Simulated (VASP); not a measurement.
Write the native input for VASP 6.6.1 that does the following.

- Task: single point
- Functional: PBEsol
- Potentials or basis: VASP PAW PBE potentials, release 64 (Ga_d, Sb)
- Cutoff: 520 eV
- k mesh: 10 × 10 × 10
- Occupations: gaussian, width 0.15 eV
- Spin: no spin polarisation
- Dipole correction: no
- Further INCAR settings: ALGO = Normal; EDIFF = 1e-06; NBANDS = 22

The structure of GaSb3 lies in POSCAR:

```
GaSb3
1.0
    0.0000000000      3.6466703981      3.6466703981
    3.6466703981      0.0000000000      3.6466703981
    3.6466703981      3.6466703981      0.0000000000
Ga Sb
1 3
Direct
    0.0000000000      0.0000000000      0.0000000000
    0.2500000000      0.2500000000      0.2500000000
    0.7500000000      0.7500000000      0.7500000000
    0.5000000000      0.5000000000      0.5000000000
```

One way to write it, as run:

INCAR

```
PREC     = Accurate       # precision mode
ENCUT    = 520            # plane-wave cutoff, eV
EDIFF    = 1E-6           # SCF threshold, eV
ISMEAR   = 0              # smearing method
SIGMA    = 0.15           # smearing width, eV
LREAL    = False          # projectors in reciprocal space
LASPH    = True           # aspherical terms in the spheres
NELM     = 100            # most SCF steps
ALGO     = Normal         # electronic algorithm
ISIF     = 2              # what is computed and relaxed
LWAVE    = False          # write WAVECAR
LCHARG   = True           # write CHGCAR
GGA      = PS             # functional
LELF     = True           # ELF
LVHAR    = True         
NBANDS   = 22             # bands
```

KPOINTS

```
Automatic mesh
0
Gamma
  10 10 10
```

Potentials or basis: VASP PAW PBE potentials, release 64 (Ga_d, Sb).

Launch:

```sh
$ cat potpaw_PBE.64/Ga_d/POTCAR potpaw_PBE.64/Sb/POTCAR > POTCAR
$ mpirun -np 1 vasp_std > vasp.out
```

It gave:

```yaml
Pressure: 0.0 GPa
Band_gap_on_the_k_mesh: zero (band 14 reaches 9.59 eV, above the bottom of band 15 at 5.56 eV)
```

Caveat: the PAW data sets were made with another functional, which shifts forces and pressure a little; spin-orbit coupling is left out, which moves the levels of the heavy elements.

It took 39 s on 1 thread of Intel(R) Xeon(R) 6975P-C (Granite Rapids) (shared host), peak memory 0.29 GiB.
